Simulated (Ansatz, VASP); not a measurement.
Two plane-wave programs on HfNbSe4

```
Hf Nb Se
1.0
     2.60985   -4.39434    0.00000
     2.60985    4.39434    0.00000
     0.00000    0.00000    5.79531
Hf Nb Se
1 1 4
Direct
  0.00000 0.00000 0.50000
  0.50000 0.50000 0.00000
  0.16168 0.83832 0.00000
  0.83832 0.16168 0.00000
  0.00000 0.50000 0.50000
  0.50000 0.00000 0.50000
```

Change from the starting cell: species swapped into the SrCu4Ag type (Cmmm, No. 65).

Alike in both runs: functional PBE; k mesh 4 × 4 × 4; occupations gaussian, width 0.1 eV; collinear spin.

Ansatz relaxed the structure, and its values are those at the end. VASP's run is a single point on that final structure, the one shown.

```csv
,VASP,Ansatz
version,VASP 6.6.1,Ansatz 0.2.0
potentials or method,"VASP PAW PBE potentials, release 64 (Hf_pv, Nb_sv, Se), cutoff 520 eV","scalar-relativistic, plane waves, PAW"
valence electrons in the cell,47,103
```

|  | VASP | Ansatz | Ansatz less VASP |
| --- | --- | --- | --- |
| gap on the k mesh at the Fermi level (eV) | none | none | - |
| pressure (GPa) | -0.1 | 0.1 | +0.17 |
| net moment per atom (μB) | 0.33 | 0.33 | 0.000 |
| size of the moment on the site where the two differ most (μB) | 1.45 | 1.50 | +0.049 |

Site moments also hang on the region over which each program counts them. A gap of «none» marks a metal or a gap that the smearing closes. VASP's potentials hold 47 valence electrons a cell and Ansatz's 103, so a difference there can come from the potentials and not from the codes. Ansatz's warnings: no starting moments.

Neither program's run includes spin-orbit coupling.
